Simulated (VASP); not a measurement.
Set up this calculation in VASP 6.6.1, as the native input.

```yaml
Task: single point
Functional: PBEsol
Potentials_or_basis: VASP PAW PBE potentials, release 64 (Ni)
Cutoff: 520 eV
k_mesh: 12 × 12 × 12
Occupations: gaussian, width 0.15 eV
Spin: collinear spin, ferromagnetic start
Starting_moments: "[0.6, 0.6] μB"
Dipole_correction: no
Further_INCAR_settings: ALGO = Normal; EDIFF = 1e-06; NBANDS = 21
```

The structure of Ni lies in POSCAR:

```
Ni
1.0
    0.0000000000     -2.7550755736      0.0000000000
   -2.7550755736      0.0000000000      0.0000000000
    0.0000000000      0.0000000000     -2.7550755736
Ni
2
Direct
    0.5061226453      0.4993475321      0.4812001162
   -0.0061226453      0.0006524679      0.0187998838
```

The input as run:

INCAR

```
SYSTEM = Ni
  ALGO = Normal
  EDIFF = 1E-6
  ENCUT = 520
  GGA = PS
  ISIF = 2
  ISMEAR = 0
  ISPIN = 2
  LASPH = .True.
  LCHARG = .False.
  LMAXMIX = 4
  LORBIT = 11
  LREAL = .False.
  LWAVE = .False.
  MAGMOM = 0.6 0.6
  NBANDS = 21
  NELM = 150
  PREC = Accurate
  SIGMA = 0.15
```

KPOINTS

```
k-points
0
Gamma
  12 12 12
  0 0 0
```

Potentials or basis: VASP PAW PBE potentials, release 64 (Ni).

Command:

```sh
$ cat potpaw_PBE.64/Ni/POTCAR > POTCAR
$ mpirun -np 1 vasp_std > vasp.out
```

It gave:

* Pressure: 1.2 GPa
* Largest force: 0.870 eV/Å
* Net moment: 1.00 μB per cell
* Site moments: Ni +0.50 μB
* Valence electrons inside the program's atomic spheres: Ni 9.40

Caveat: the PAW data sets were made with another functional, which shifts forces and pressure a little.

Run time: 7.7 min on 1 thread of Oxide Virtual Turin-like Processor, on a shared host, peak memory 0.53 GiB.
